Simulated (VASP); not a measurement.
# GaP (F-43m) in VASP: notebook, part 3 of 3

VASP 6.6.1. The steps go on from the part before.

**5. Relaxation of the atoms, r2SCAN (strained cell)**

POSCAR

```
GaP
1.0
    0.0000000000      2.6982450000      2.6982450000
    2.6982450000      0.0000000000      2.6982450000
    2.6982450000      2.6982450000      0.0000000000
Ga P
1 1
Direct
    0.0000000000      0.0000000000      0.0000000000
    0.2500000000      0.2500000000      0.2500000000
```

INCAR.step1

```
ALGO = Normal
EDIFF = 1E-5
EDIFFG = -0.01
ENCUT = 500
GGA = PE
GGA_COMPAT = False
IBRION = 2
ISMEAR = 0
LASPH = True
LCHARG = False
LREAL = False
LWAVE = True
NELM = 120
NELMIN = 4
NSW = 100
PREC = Accurate
SIGMA = 0.02
```

INCAR.step2

```
ALGO = Normal
EDIFF = 1E-7
EDIFFG = -0.002
ENCUT = 500
GGA_COMPAT = False
IBRION = 2
ISIF = 2
ISMEAR = 0
ISTART = 1
LASPH = True
LCHARG = False
LMIXTAU = True
LREAL = False
LWAVE = False
METAGGA = R2SCAN
NELM = 120
NELMIN = 4
NSW = 60
PREC = Accurate
SIGMA = 0.02
```

KPOINTS

```
k-points
0
Gamma
  8 8 8
```

Potentials or basis: VASP PAW PBE potentials, release 64 (Ga_d, P).

The run is started by

```
cat potpaw_PBE.64/Ga_d/POTCAR potpaw_PBE.64/P/POTCAR > POTCAR
cp INCAR.step1 INCAR
mpirun -np 1 vasp_std > vasp.out
cp INCAR.step2 INCAR
mpirun -np 1 vasp_std > vasp.out
```

OUTCAR:

```text
EDIFF = 1E-7
   EDIFFG = -0.002
   ENCUT = 500
   IBRION = 2
   ISIF = 2
   ISMEAR = 0
   ISTART = 1
   LASPH = True
   LREAL = False
   METAGGA = R2SCAN
   NELM = 120
   NELMIN = 4
   NSW = 60
   PREC = Accurate

 ion  position               nearest neighbor table
   1  0.000  0.000  0.000-   2 2.34   2 2.34   2 2.34   2 2.34
   2  0.250  0.250  0.250-   1 2.34   1 2.34   1 2.34   1 2.34

  LATTYP: Found a face centered cubic cell.
 ALAT       =     5.3964900000

  Lattice vectors:

 A1 = (   0.0000000000,   2.6982450000,   2.6982450000)
 A2 = (   2.6982450000,   0.0000000000,   2.6982450000)
 A3 = (   2.6982450000,   2.6982450000,   0.0000000000)

Analysis of symmetry for initial positions (statically):
=====================================================================
 Subroutine PRICEL returns:
 Original cell was already a primitive cell.

 Routine SETGRP: Setting up the symmetry group for a
 face centered cubic supercell.

 Subroutine GETGRP returns: Found 24 space group operations
 (whereof 24 operations were pure point group operations)
 out of a pool of 48 trial point group operations.

The static configuration has the point symmetry T_d .

Analysis of symmetry for dynamics (positions and initial velocities):
=====================================================================
 Subroutine PRICEL returns:
 Original cell was already a primitive cell.

 Routine SETGRP: Setting up the symmetry group for a
 face centered cubic supercell.

 Subroutine GETGRP returns: Found 24 space group operations
 (whereof 24 operations were pure point group operations)
 out of a pool of 48 trial point group operations.

The dynamic configuration has the point symmetry T_d .

 Subroutine INISYM returns: Found 24 space group operations
 (whereof 24 operations are pure point group operations),
 and found     1 'primitive' translations

----------------------------------------------------------------------------------------
[... 123 lines left out ...]
   LRPA    =     F    only Hartree local field effects (RPA)
 conjugate gradient relaxation of ions
 non-spin polarized calculation
 Gauss-broadening in eV      SIGMA  =   0.02
  energy-cutoff  :      500.00
  volume of cell :       39.29
 maximum number of plane-waves:      1012
   NGX = 13   NGY = 13   NGZ = 13

 number of electron      18.0000001 magnetization

 Free energy of the ion-electron system (eV)
  ---------------------------------------------------
  ext. energy  EPLUGINS =         0.00000000
  ---------------------------------------------------
  free energy    TOTEN  =       -21.45231456 eV

  energy without entropy =      -21.45231456  energy(sigma->0) =      -21.45231456

 E-fermi :   4.8645     XC(G=0): -10.6959

 val. band max:        4.7742146651   @ k =   0.0000   0.0000   0.0000
 cond. band min:       6.6247281777   @ k =   0.5000   0.5000   0.0000
 fundamental gap:      1.8505135126
 Fermi energy:         4.8645484171

 k-point     1 :       0.0000    0.0000    0.0000
  band No.  band energies     occupation
      1     -10.2673      2.00000
      2     -10.2673      2.00000
      3     -10.2673      2.00000
      4     -10.1431      2.00000
      5     -10.1431      2.00000
      6      -8.4841      2.00000
      7       4.7742      2.00000
      8       4.7742      2.00000
      9       4.7742      2.00000
     10       7.3838      0.00000
     11       8.9550      0.00000
     12       8.9550      0.00000
     13       8.9551      0.00000
[... 354 lines left out ...]
  band No.  band energies     occupation
      1     -10.3798      2.00000
      2     -10.2292      2.00000
      3     -10.2160      2.00000
      4     -10.1495      2.00000
      5     -10.1347      2.00000
      6      -5.7773      2.00000
      7      -1.9957      2.00000
      8       1.3730      2.00000
      9       2.6795      2.00000
     10       8.6853      0.00000
     11       9.4067      0.00000
     12      11.7863      0.00000
     13      13.3045      0.00000

 [... further k-points ...]

------------------------ aborting loop because EDIFF is reached ----------------------------------------

  FORCE on cell =-STRESS in cart. coord.  units (eV):
  Direction    XX          YY          ZZ          XY          YZ          ZX
  --------------------------------------------------------------------------------------
  -------------------------------------------------------------------------------------
  Total        0.6670584      0.6670584      0.6670584      0.0000000      0.0000000     -0.0000000
  in kB       27.2019682     27.2019682     27.2019682      0.0000000      0.0000000     -0.0000000
  external PRESSURE =      27.2019682 kB  Pullay stress =       0.0000000 kB

 VOLUME and BASIS-vectors are now :
 -----------------------------------------------------------------------------
  energy-cutoff  :      500.00
  volume of cell :       39.29
      direct lattice vectors                 reciprocal lattice vectors
     0.000000000  2.698245000  2.698245000    -0.185305634  0.185305634  0.185305634
     2.698245000  0.000000000  2.698245000     0.185305634 -0.185305634  0.185305634
     2.698245000  2.698245000  0.000000000     0.185305634  0.185305634 -0.185305634

 POSITION                                       TOTAL-FORCE (eV/Angst)
 -----------------------------------------------------------------------------------
      0.00000      0.00000      0.00000        -0.000000     -0.000000     -0.000000
      1.34912      1.34912      1.34912         0.000000      0.000000      0.000000
 -----------------------------------------------------------------------------------
    total drift:                               -0.000003     -0.000003     -0.000003

  FREE ENERGIE OF THE ION-ELECTRON SYSTEM (eV)
  ---------------------------------------------------
  free  energy   TOTEN  =       -21.4523145630 eV

  energy  without entropy=      -21.4523145630  energy(sigma->0) =      -21.45231456

 reached required accuracy - stopping structural energy minimisation
```

OUTCAR.step1:

```text
EDIFF = 1E-5
   EDIFFG = -0.01
   ENCUT = 500
   GGA = PE
   IBRION = 2
   ISMEAR = 0
   LASPH = True
   LREAL = False
[... 607 lines left out ...]
      0.00000      0.00000      0.00000         0.000000     -0.000000     -0.000000
      1.34912      1.34912      1.34912        -0.000000      0.000000      0.000000
 -----------------------------------------------------------------------------------
    total drift:                                0.000001      0.000001      0.000001

  FREE ENERGIE OF THE ION-ELECTRON SYSTEM (eV)
  ---------------------------------------------------
  free  energy   TOTEN  =        -9.0873917642 eV

  energy  without entropy=       -9.0873917642  energy(sigma->0) =       -9.08739176

 reached required accuracy - stopping structural energy minimisation
```

OSZICAR.step1:

```text
N       E                     dE             d eps       ncg     rms          rms(c)
DAV:   1     0.757746320135E+02    0.75775E+02   -0.92571E+03   770   0.197E+03
DAV:   2    -0.363149577075E+01   -0.79406E+02   -0.76104E+02   844   0.318E+02
DAV:   3    -0.926388139494E+01   -0.56324E+01   -0.56029E+01   934   0.726E+01
DAV:   4    -0.936359308033E+01   -0.99712E-01   -0.99662E-01   920   0.105E+01
DAV:   5    -0.936585060273E+01   -0.22575E-02   -0.22574E-02   928   0.130E+00    0.440E+00
DAV:   6    -0.911582382422E+01    0.25003E+00   -0.47166E-01  1118   0.134E+01    0.291E+00
DAV:   7    -0.908668740269E+01    0.29136E-01   -0.12637E-01   958   0.268E+00    0.116E+00
DAV:   8    -0.908691122681E+01   -0.22382E-03   -0.15486E-02   884   0.190E+00    0.195E-01
DAV:   9    -0.908726715648E+01   -0.35593E-03   -0.16345E-03   989   0.710E-01    0.849E-02
DAV:  10    -0.908732274190E+01   -0.55585E-04   -0.12783E-04  1103   0.129E-01    0.361E-02
DAV:  11    -0.908739231578E+01   -0.69574E-04   -0.99391E-05   819   0.970E-02    0.617E-03
DAV:  12    -0.908739176424E+01    0.55154E-06   -0.33485E-06   627   0.316E-02
   1 F= -.90873918E+01 E0= -.90873918E+01  d E =-.908739E+01
```

Wall time 56 s (1 thread of Intel Xeon Platinum 8259CL at 2.50GHz (Skylake/Cascade Lake), shared host); peak memory 0.17 GiB.

What came out:

| Property | Result |
| --- | --- |
| Free energy | -21.4523 eV |
| Pressure after relaxing | 2.7 GPa |
| Band gap on the k mesh | 1.85 eV (least direct gap 2.61 eV) |

Final structure:
```cif
data_structure
_symmetry_space_group_name_H-M 'P 1'
_symmetry_Int_Tables_number 1
_cell_length_a 3.8159
_cell_length_b 3.8159
_cell_length_c 3.8159
_cell_angle_alpha 60.000
_cell_angle_beta 60.000
_cell_angle_gamma 60.000
_cell_volume 39.29
loop_
_atom_site_label
_atom_site_type_symbol
_atom_site_fract_x
_atom_site_fract_y
_atom_site_fract_z
_atom_site_occupancy
Ga1 Ga 0.00000 0.00000 0.00000 1
P1 P 0.25000 0.25000 0.25000 1
```

Caveat: the cell differs from its parent crystal (strained cell); the relaxation stopped at its first step, so nothing moved; the PAW data sets were made with another functional, which shifts forces and pressure a little.

**6. Overview**

| task | cell | cutoff (eV) | smearing | gap on the mesh (eV) | pressure (GPa) |
| --- | --- | --- | --- | --- | --- |
| single point | as given | 550 | gaussian 0.02 eV | 1.85 | 2.8 |
| single point | as given | 550 | gaussian 0.01 eV | 1.85 | 2.8 |
| relaxation of the atoms | atoms relaxed | 500 | gaussian 0.02 eV | 1.85 | 2.7 |

Alike in all rows: level r2SCAN; potentials or basis VASP PAW PBE potentials, release 64 (Ga_d, P); no spin polarisation; k mesh 8 × 8 × 8.

Caveats: the PAW data sets were made with another functional, which shifts forces and pressure a little; the relaxation stopped at its first step, so nothing moved (at least some runs).

Total energies depend on the potentials used, so only differences within one code and one set of settings carry meaning.
